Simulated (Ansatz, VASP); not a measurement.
**LiNbO3 in VASP and in Ansatz**

```
CELL_PARAMETERS angstrom
3.93317 -0.02950 0.00000
-0.02950 3.93317 0.00000
0.00000 0.00000 3.93317
ATOMIC_POSITIONS crystal
Li 0.00000 0.00000 0.00000
Nb 0.50000 0.50000 0.50000
O 0.50000 0.50000 0.00000
O 0.50000 0.00000 0.50000
O 0.00000 0.50000 0.50000
```

Change from the starting cell: shear_xy strain -1.5%.

Alike in both runs: task single point; functional HSE06; k mesh 4 × 4 × 4; no spin polarisation.

|  | VASP | Ansatz |
| --- | --- | --- |
| version | VASP 6.6.1 | Ansatz 0.2.0 |
| potentials or method | VASP PAW PBE potentials, release 64 (Li_sv, Nb_sv, O) | plane waves, PAW |
| plane-wave cutoff (eV) | 520 | 420 |
| occupations | gaussian, width 0.01 eV | fixed |
| valence electrons in the cell | 34 | 34 |

```tsv
	VASP	Ansatz	Ansatz less VASP
gap on the k mesh at the Fermi level (eV)	2.96	2.98	+0.026
```

Ansatz's warnings: stress exchange threshold loose, stress scf threshold loose.

Noted on VASP's run: the cutoff is under 1.25 times that of the potentials, so the pressure is a little rough.
